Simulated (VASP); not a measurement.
# ZnS: single point with PBE

Crystal: ZnS.

```
Zn S
1.0
     3.72822    0.00000    0.00000
    -1.86411    3.22874    0.00000
     0.00000    0.00000   24.39519
Zn S
8 8
Direct
  0.33333 0.66667 0.12521
  0.00000 0.00000 0.00034
  0.66667 0.33333 0.62481
  0.66667 0.33333 0.87523
  0.00000 0.00000 0.74989
  0.33333 0.66667 0.49991
  0.00000 0.00000 0.37501
  0.66667 0.33333 0.25011
  0.66667 0.33333 0.34375
  0.66667 0.33333 0.71844
  0.33333 0.66667 0.21885
  0.00000 0.00000 0.84369
  0.66667 0.33333 0.96901
  0.00000 0.00000 0.09395
  0.33333 0.66667 0.59355
  0.00000 0.00000 0.46865
```

```json
{
 "Program": "VASP 6.6.1",
 "Task": "single point",
 "Functional": "PBE",
 "Potentials or basis": "VASP PAW PBE potentials, release 64 (Zn, S)",
 "Cutoff": "520 eV",
 "k mesh": "9 × 9 × 2",
 "Occupations": "gaussian, width 0.02 eV",
 "Spin": "no spin polarisation"
}
```

The pressure is 8.3 GPa. The largest force is 0.010 eV/Å and the band gap on the k mesh is 2.45 eV.

Forces on the atoms (eV/Å):
```
Zn   0.000  0.000  0.003
Zn   0.000  0.000  0.008
Zn   0.000  0.000  0.003
Zn   0.000  0.000  0.010
Zn   0.000  0.000  0.005
Zn   0.000  0.000  0.003
Zn   0.000  0.000  0.003
Zn   0.000  0.000  0.004
S    0.000  0.000 -0.003
S    0.000  0.000 -0.004
S    0.000  0.000 -0.003
S    0.000  0.000 -0.008
S    0.000  0.000 -0.009
S    0.000  0.000 -0.003
S    0.000  0.000 -0.003
S    0.000  0.000 -0.004
```

Levels at points of the mesh, in eV from the valence-band top:
| k point | band 70 | band 71 | band 72 | band 73 | band 74 | band 75 |
| --- | --- | --- | --- | --- | --- | --- |
| (0.00, 0.00, 0.00) | -0.03 | 0.00 | 0.00 | 2.45 | 3.25 | 3.31 |
| (0.00, 0.00, 0.50) | -0.05 | -0.04 | -0.04 | 2.72 | 2.77 | 3.35 |

It took 23 min on 1 thread of Intel(R) Xeon(R) 6975P-C (Granite Rapids) (shared host), peak memory 0.59 GiB.

Caveat: the cell stands under pressure; an odd mesh through Γ misses points on the zone boundary, where band edges can lie.
